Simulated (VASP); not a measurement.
# Be (P6_3/mmc) in VASP: notebook, part 2 of 2

VASP 6.6.1. The steps go on from the part before.

### Step 3. Relaxation of cell and atoms, PBE

This run uses another cell than the first one, of 8.11 Å³/atom.

File INCAR:

```
PREC = Accurate ; ENCUT = 600
EDIFF = 1E-6 ; ISMEAR = -1
SIGMA = 0.05 ; LREAL = False
LASPH = True ; NELM = 80
ALGO = Normal ; ISIF = 3
LWAVE = False ; LCHARG = False
GGA = PE ; IBRION = 2
NSW = 80 ; EDIFFG = -0.01
```

File KPOINTS:

```
Automatic mesh
0
Gamma
  19 19 11
```

File POSCAR:

```
Be
1.0
    2.2866000000      0.0000000000      0.0000000000
   -1.1433000000      1.9802536883      0.0000000000
    0.0000000000      0.0000000000      3.5833000000
Be
2
Direct
    0.3333333333      0.6666666667      0.2500000000
    0.6666666667      0.3333333333      0.7500000000
```

Potentials or basis: VASP PAW PBE potentials, release 64 (Be).

On the command line:

```sh
cat potpaw_PBE.64/Be/POTCAR > POTCAR
mpirun -np 1 vasp_std > vasp.out
```

OUTCAR:

```text
PREC = Accurate
   ENCUT = 600
   EDIFF = 1E-6
   ISMEAR = -1
   LREAL = False
   LASPH = True
   NELM = 80
   ISIF = 3
   GGA = PE
   IBRION = 2
   NSW = 80
   EDIFFG = -0.01

 ion  position               nearest neighbor table
   1  0.333  0.667  0.250-   2 2.23   2 2.23   2 2.23   2 2.23   2 2.23   2 2.23
   2  0.667  0.333  0.750-   1 2.23   1 2.23   1 2.23   1 2.23   1 2.23   1 2.23

  LATTYP: Found a hexagonal cell.
 ALAT       =     2.2866000000
 C/A-ratio  =     1.5670865040

  Lattice vectors:

 A1 = (   2.2866000000,   0.0000000000,   0.0000000000)
 A2 = (  -1.1433000000,   1.9802536883,   0.0000000000)
 A3 = (   0.0000000000,   0.0000000000,   3.5833000000)

Analysis of symmetry for initial positions (statically):
=====================================================================
 Subroutine PRICEL returns:
 Original cell was already a primitive cell.

 Routine SETGRP: Setting up the symmetry group for a
 hexagonal supercell.

 Subroutine GETGRP returns: Found 24 space group operations
 (whereof 12 operations were pure point group operations)
 out of a pool of 24 trial point group operations.

The static configuration has the point symmetry D_3d.
 The point group associated with its full space group is D_6h.

Analysis of symmetry for dynamics (positions and initial velocities):
=====================================================================
 Subroutine PRICEL returns:
 Original cell was already a primitive cell.

 Routine SETGRP: Setting up the symmetry group for a
 hexagonal supercell.

 Subroutine GETGRP returns: Found 24 space group operations
 (whereof 12 operations were pure point group operations)
 out of a pool of 24 trial point group operations.

The dynamic configuration has the point symmetry D_3d.
 The point group associated with its full space group is D_6h.

 Subroutine INISYM returns: Found 24 space group operations
 (whereof 12 operations are pure point group operations),
 and found     1 'primitive' translations

----------------------------------------------------------------------------------------

                                     Primitive cell

  volume of cell :      16.2254

  direct lattice vectors                    reciprocal lattice vectors
     2.286600000  0.000000000  0.000000000     0.437330534  0.252492902  0.000000000
    -1.143300000  1.980253688  0.000000000     0.000000000  0.504985804  0.000000000
     0.000000000  0.000000000  3.583300000     0.000000000  0.000000000  0.279072363

  length of vectors
     2.286600000  2.286600000  3.583300000     0.504985804  0.504985804  0.279072363

  position of ions in fractional coordinates (direct lattice)
     0.333333333  0.666666667  0.250000000
     0.666666667  0.333333333  0.750000000

  ion indices of the primitive-cell ions
   primitive index   ion index
                 1           1
                 2           2

----------------------------------------------------------------------------------------

 KPOINTS: Automatic mesh

Automatic generation of k-mesh.
 Grid dimensions read from file:
[... 47 lines left out ...]
   k-points           NKPTS =    240   k-points in BZ     NKDIM =    240   number of bands    NBANDS=      6
   number of dos      NEDOS =    301   number of ions     NIONS =      2
   total plane-waves  NPLWV =   9720
   dimension x,y,z NGX =    18 NGY =   18 NGZ =   30
   dimension x,y,z NGXF=    36 NGYF=   36 NGZF=   60
   ions per type =               2
   NGX,Y,Z   is equivalent  to a cutoff of  13.09, 13.09, 13.92 a.u.
   NGXF,Y,Z  is equivalent  to a cutoff of  26.17, 26.17, 27.84 a.u.
 SYSTEM =  unknown system
   PREC   = accura    normal or accurate (medium, high low for compatibility)
   ISTART =      0    job   : 0-new  1-cont  2-samecut
   ICHARG =      2    charge: 1-file 2-atom 10-const
   ISPIN  =      1    spin polarized calculation?
   LNONCOLLINEAR =      F non collinear calculations
   LSORBIT =      F    spin-orbit coupling
   LASPH  =      T    aspherical Exc in radial PAW
   ENCUT  =  600.0 eV  44.10 Ry    6.64 a.u.   4.57  4.57  7.16*2*pi/ulx,y,z
   NELM   =     80;   NELMIN=  2; NELMDL= -5     # of ELM steps
   EDIFF  = 0.1E-05   stopping-criterion for ELM
   LREAL  =      F    real-space projection
   EDIFFG = -.1E-01   stopping-criterion for IOM
   NSW    =     80    number of steps for IOM
   IBRION =      2    ionic relax: 0-MD 1-quasi-New 2-CG
   NFREE  =      1    steps in history (QN), initial steepest desc. (CG)
   ISIF   =      3    stress and relaxation
   ISYM   =      2    0-nonsym 1-usesym 2-fastsym
   POTIM  = 0.5000    time-step for ionic-motion
   TEBEG  =    0.0;   TEEND  =   0.0 temperature during run
   PSTRESS=    0.0 pullay stress
   NELECT =       4.0000    total number of electrons
   NUPDOWN=      -1.0000    fix difference up-down
   EMIN   =  10.00;   EMAX   =-10.00  energy-range for DOS
   EFERMI =   0.00;   METHOD = LEGACY
   ISMEAR =    -1;   SIGMA  =   0.05  broadening in eV -4-tet -1-fermi 0-gaus
   EFERMI_NEDOS =   21; number of points for ismear=-14 and -15
   IALGO  =     38    algorithm
   IMIX   =      4    mixing-type and parameters
     AMIX     =   0.40;   BMIX     =  1.00
     AMIX_MAG =   1.60;   BMIX_MAG =  1.00
  volume/ion in A,a.u.               =       8.11        54.75
  Fermi-wavevector in a.u.,A,eV,Ry     =   1.026511  1.939824 14.336785  1.053724
  Thomas-Fermi vector in A             =   2.160407
   LORBIT       =      0    0 simple, 1 ext, 2 COOP (PROOUT), +10 PAW based schemes
   GGA     = PE    functional components
   LHFCALC =     F    Hartree Fock is set to
   AEXX    =    0.0000 exact exchange contribution
   IVDW    =     0    specifies the selected vdW correction
   LEPSILON=     F    determine dielectric tensor
   LRPA    =     F    only Hartree local field effects (RPA)
 conjugate gradient relaxation of ions
 non-spin polarized calculation
  energy-cutoff  :      600.00
  volume of cell :       16.23
 maximum number of plane-waves:       556
   NGX =  9   NGY =  9   NGZ = 15

--------------------------------------- Ionic step        1  -------------------------------------------

 number of electron       4.0000000 magnetization

 Free energy of the ion-electron system (eV)
  ---------------------------------------------------
  ext. energy  EPLUGINS =         0.00000000
  ---------------------------------------------------
  free energy    TOTEN  =        -7.53463717 eV

  energy without entropy =       -7.53390867  energy(sigma->0) =       -7.53427292

------------------------ aborting loop because EDIFF is reached ----------------------------------------

  FORCE on cell =-STRESS in cart. coord.  units (eV):
  Direction    XX          YY          ZZ          XY          YZ          ZX
  --------------------------------------------------------------------------------------
  -------------------------------------------------------------------------------------
  Total       -0.3480926     -0.3480926     -0.1704083      0.0000000      0.0000000      0.0000000
  in kB      -34.3725045    -34.3725045    -16.8270125      0.0000000      0.0000000      0.0000000
  external PRESSURE =     -28.5240072 kB  Pullay stress =       0.0000000 kB
[... 131 lines left out ...]
--------------------------------------- Ionic step        5  -------------------------------------------

 number of electron       4.0000000 magnetization

 Free energy of the ion-electron system (eV)
  ---------------------------------------------------
  ext. energy  EPLUGINS =         0.00000000
  ---------------------------------------------------
  free energy    TOTEN  =        -7.53860469 eV

  energy without entropy =       -7.53794998  energy(sigma->0) =       -7.53827734

 E-fermi :   7.1024     XC(G=0): -10.6033

 val. band max:        7.0283289812   @ k =   0.3158   0.1053   0.0000
 cond. band min:       7.2305105134   @ k =   0.2632   0.2632   0.0909
 fundamental gap:      0.2021815322
 Fermi energy:         7.1024298937

 k-point     1 :       0.0000    0.0000    0.0000
  band No.  band energies     occupation
      1      -4.3283      2.00000
      2       2.5685      2.00000
      3       8.1057      0.00000
      4      23.0332      0.00000
      5      23.0332      0.00000
      6      25.8714      0.00000
[... 199 lines left out ...]
 k-point    24 :       0.3158    0.1053    0.0000
  band No.  band energies     occupation
      1      -0.1877      2.00000
      2       7.0283      1.62975
      3       7.8983      0.00000
      4      12.4553      0.00000
      5      15.2853      0.00000
      6      17.8598      0.00000

 [... further k-points ...]

------------------------ aborting loop because EDIFF is reached ----------------------------------------

  FORCE on cell =-STRESS in cart. coord.  units (eV):
  Direction    XX          YY          ZZ          XY          YZ          ZX
  --------------------------------------------------------------------------------------
  -------------------------------------------------------------------------------------
  Total        0.0050072      0.0050072      0.0043337      0.0000000      0.0000000      0.0000000
  in kB        0.5069844      0.5069844      0.4387898      0.0000000      0.0000000      0.0000000
  external PRESSURE =       0.4842529 kB  Pullay stress =       0.0000000 kB
[... 17 lines left out ...]
  FREE ENERGIE OF THE ION-ELECTRON SYSTEM (eV)
  ---------------------------------------------------
  free  energy   TOTEN  =        -7.5386046942 eV

  energy  without entropy=       -7.5379499797  energy(sigma->0) =       -7.53827734

 reached required accuracy - stopping structural energy minimisation
```

OSZICAR:

```text
N       E                     dE             d eps       ncg     rms          rms(c)
DAV:   1    -0.169104732827E+01   -0.16910E+01   -0.19081E+03  2892   0.610E+02
DAV:   2    -0.755411239380E+01   -0.58631E+01   -0.56724E+01  4488   0.723E+01
DAV:   3    -0.759488656204E+01   -0.40774E-01   -0.40735E-01  3792   0.538E+00
[... 19 lines left out ...]
DAV:   2    -0.753859263795E+01   -0.13517E-06   -0.10897E-08  1890   0.114E-03
   4 F= -.75385926E+01 E0= -.75382605E+01  d E =-.395547E-02
       N       E                     dE             d eps       ncg     rms          rms(c)
DAV:   1    -0.753860494039E+01   -0.12438E-04   -0.12989E-04  3654   0.787E-02    0.424E-03
DAV:   2    -0.753860469423E+01    0.24617E-06   -0.53614E-07  3252   0.669E-03
   5 F= -.75386047E+01 E0= -.75382773E+01  d E =-.120563E-04
```

CONTCAR:

```text
Be
   1.00000000000000
     2.2629446686966053    0.0000000000000000   -0.0000000000000000
    -1.1314723343483026    1.9597675704561217    0.0000000000000000
    -0.0000000000000000    0.0000000000000000    3.5680464932632359
  Be
     2
Direct
     0.3333333332999970    0.6666666667000030    0.2500000000000000
     0.6666666667000030    0.3333333332999970    0.7500000000000000

  0.00000000E+00  0.00000000E+00  0.00000000E+00
  0.00000000E+00  0.00000000E+00  0.00000000E+00
```

Run time: 21 s. Hardware: 1 thread of Intel Xeon Platinum 8488C (Sapphire Rapids), shared host; peak memory 0.14 GiB.

Results:

| Item | Value |
| --- | --- |
| Free energy | -7.5386 eV |
| Relaxed volume | 7.91 Å³/atom |
| Relaxed cell | a = 2.263 Å, b = 2.263 Å, c = 3.568 Å, α = 90.00°, β = 90.00°, γ = 120.00° |
| Space group after relaxing (to 0.1 Å) | P6_3/mmc (No. 194) |
| Energy gained by relaxing | 2.0 meV/atom |
| Ionic steps | 5 |
| Pressure after relaxing | 0.0 GPa |
| Band gap on the k mesh | zero (bands 2 and 3 overlap by 1.49 eV) |

The path:
| step | energy change (eV) | largest force (eV/Å) | pressure (GPa) | volume (Å³) |
| --- | --- | --- | --- | --- |
| 1 | 0.0000 | 0.0000 | -2.85 | 16.23 |
| 2 | -0.0039 | 0.0000 | -0.43 | 15.89 |
| 3 | -0.0040 | 0.0000 | 0.04 | 15.83 |
| 4 | -0.0040 | 0.0000 | 0.10 | 15.82 |
| 5 | -0.0040 | 0.0000 | 0.05 | 15.82 |

Final structure:
```
Be
1.0
     2.26294    0.00000    0.00000
    -1.13147    1.95977    0.00000
     0.00000    0.00000    3.56805
Be
2
Cartesian
  0.0000 1.3065 0.8920
  1.1315 0.6533 2.6760
```

### Step 4. Single point, HSE06

File POSCAR:

```
Be
1.0
    2.2621885511      0.0000000000      0.0000000000
   -1.1310942755      1.9591127534      0.0000000000
    0.0000000000      0.0000000000      3.5664867990
Be
2
Direct
    0.3333333333      0.6666666667      0.2500000000
    0.6666666667      0.3333333333      0.7500000000
```

File INCAR.step1:

```
ALGO = Normal ; EDIFF = 1E-5
ENCUT = 520 ; GGA = PE
ISIF = 2 ; ISMEAR = -1
LASPH = T ; LREAL = F
LWAVE = T ; NBANDS = 9
NELM = 80 ; PREC = Accurate
SIGMA = 0.05
```

File INCAR.step2:

```
ALGO = Normal ; EDIFF = 1E-7
ENCUT = 520 ; GGA = PE
HFSCREEN = 0.2079 ; ISIF = 2
ISMEAR = -1 ; ISTART = 1
LASPH = T ; LCHARG = T
LELF = T ; LHFCALC = T
LREAL = F ; LVHAR = T
LWAVE = F ; NBANDS = 9
NELM = 80 ; PREC = Accurate
PRECFOCK = Normal ; SIGMA = 0.05
```

File KPOINTS:

```
k-points
0
Gamma
  11 11 6
```

On the command line:

```sh
cat potpaw_PBE.64/Be/POTCAR > POTCAR
cp INCAR.step1 INCAR
mpirun -np 1 vasp_std > vasp.out
cp INCAR.step2 INCAR
mpirun -np 1 vasp_std > vasp.out
```

Wall time 16 min (1 thread of Intel Xeon Platinum 8488C (Sapphire Rapids), shared host); peak memory 0.24 GiB.

It converged, with:

```
Free energy            : -7.5902 eV
Pressure               : -0.5 GPa
Band gap on the k mesh : zero (bands 2 and 3 overlap by 0.40 eV)
```

Stress tensor (GPa, compression positive):
```
-0.15  0.00  0.00
 0.00 -0.15  0.00
 0.00  0.00 -1.20
```

Levels at points of the mesh, in eV from the Fermi level:
```
           k point  band 1  band 2  band 3  band 4  band 5  band 6  band 7
(0.00, 0.00, 0.00)  -13.39   -5.50    1.00   16.98   16.98   19.88   19.88
(0.00, 0.00, 0.50)  -10.94  -10.94   11.30   11.30   18.68   18.68   18.68
```

Caveat: the PAW data sets were made with another functional, which shifts forces and pressure a little.

### Step 5. Single point, PBE0

POSCAR is that of step 4.

File INCAR.step1:

```
SYSTEM = Be
PREC     = Accurate       ! precision mode
ENCUT    = 520            ! plane-wave cutoff, eV
EDIFF    = 1E-5           ! SCF threshold, eV
ISMEAR   = -1             ! smearing method
SIGMA    = 0.05           ! smearing width, eV
LREAL    = .False.        ! projectors in reciprocal space
LASPH    = .True.         ! aspherical terms in the spheres
NELM     = 80             ! most SCF steps
ALGO     = Normal         ! electronic algorithm
ISIF     = 2              ! what is computed and relaxed
LWAVE    = .True.         ! write WAVECAR
LCHARG   = .False.        ! write CHGCAR
GGA      = PE             ! functional
NBANDS   = 9              ! bands
```

File INCAR.step2:

```
SYSTEM = Be
PREC     = Accurate       ! precision mode
ENCUT    = 520            ! plane-wave cutoff, eV
EDIFF    = 1E-6           ! SCF threshold, eV
ISMEAR   = -1             ! smearing method
SIGMA    = 0.05           ! smearing width, eV
LREAL    = .False.        ! projectors in reciprocal space
LASPH    = .True.         ! aspherical terms in the spheres
NELM     = 80             ! most SCF steps
ALGO     = Normal         ! electronic algorithm
ISIF     = 2              ! what is computed and relaxed
LWAVE    = .False.        ! write WAVECAR
LCHARG   = .False.        ! write CHGCAR
GGA      = PE             ! functional
LHFCALC  = .True.         ! exact exchange
AEXX     = 0.25           ! exact-exchange fraction
PRECFOCK = Normal       
ISTART   = 1            
NBANDS   = 9              ! bands
```

File KPOINTS:

```
regular mesh
0
Gamma
  11 11 6
  0 0 0
```

On the command line:

```sh
cat potpaw_PBE.64/Be/POTCAR > POTCAR
cp INCAR.step1 INCAR
mpirun -np 1 vasp_std > vasp.out
cp INCAR.step2 INCAR
mpirun -np 1 vasp_std > vasp.out
```

Wall time 13 min (1 thread of Intel Xeon Platinum 8488C (Sapphire Rapids), shared host); peak memory 0.14 GiB.

The run converged. Its results:

```yaml
Free_energy: -7.7375 eV
Pressure: -0.6 GPa
Band_gap_on_the_k_mesh: zero (bands 2 and 3 overlap by 0.85 eV)
```

Stress tensor (GPa, compression positive):
```
-0.25  0.00  0.00
 0.00 -0.25  0.00
 0.00  0.00 -1.39
```

Levels at points of the mesh, in eV from the Fermi level:
| k point | band 1 | band 2 | band 3 | band 4 | band 5 | band 6 |
| --- | --- | --- | --- | --- | --- | --- |
| (0.00, 0.00, 0.00) | -13.85 | -5.92 | 1.34 | 17.37 | 17.37 | 20.27 |
| (0.00, 0.00, 0.50) | -11.39 | -11.39 | 11.68 | 11.68 | 19.08 | 19.08 |

Caveat: the PAW data sets were made with another functional, which shifts forces and pressure a little.

### Step 6. Summary

| task | level | cell | k mesh | cutoff (eV) | grid for exact exchange (PRECFOCK) | share of exact exchange | screening parameter | gap on the mesh (eV) | pressure (GPa) |
| --- | --- | --- | --- | --- | --- | --- | --- | --- | --- |
| single point | PBE | a = 2.262, b = 2.262, c = 3.566 Å, angles 90.0, 90.0, 120.0°, 2 atoms | 19 × 19 × 11 | 520 | - | - | - | none | 0.2 |
| relaxation of cell and atoms | PBE | relaxed from a = 2.287, b = 2.287, c = 3.583 Å, angles 90.0, 90.0, 120.0°, 2 atoms | 19 × 19 × 11 | 600 | - | - | - | none | 0.0 |
| single point | HSE06 | a = 2.262, b = 2.262, c = 3.566 Å, angles 90.0, 90.0, 120.0°, 2 atoms | 11 × 11 × 6 | 520 | Normal | 0.25 | 0.2079 1/Å | none | -0.5 |
| single point | PBE0 | a = 2.262, b = 2.262, c = 3.566 Å, angles 90.0, 90.0, 120.0°, 2 atoms | 11 × 11 × 6 | 520 | Normal | 0.25 | - | none | -0.6 |

Alike in all rows: potentials or basis VASP PAW PBE potentials, release 64 (Be); no spin polarisation; smearing fermi-dirac 0.05 eV.

The pressure there spans -0.6 GPa (PBE0) to 0.2 GPa (PBE); a positive pressure means that this level wants a larger cell, a negative one a smaller.

Caveats: the PAW data sets were made with another functional, which shifts forces and pressure a little (at least some runs).

Absolute energies hang on the potentials; compare differences alone.

The gap in the log of VASP goes by the Fermi energy; the results here count the filled bands.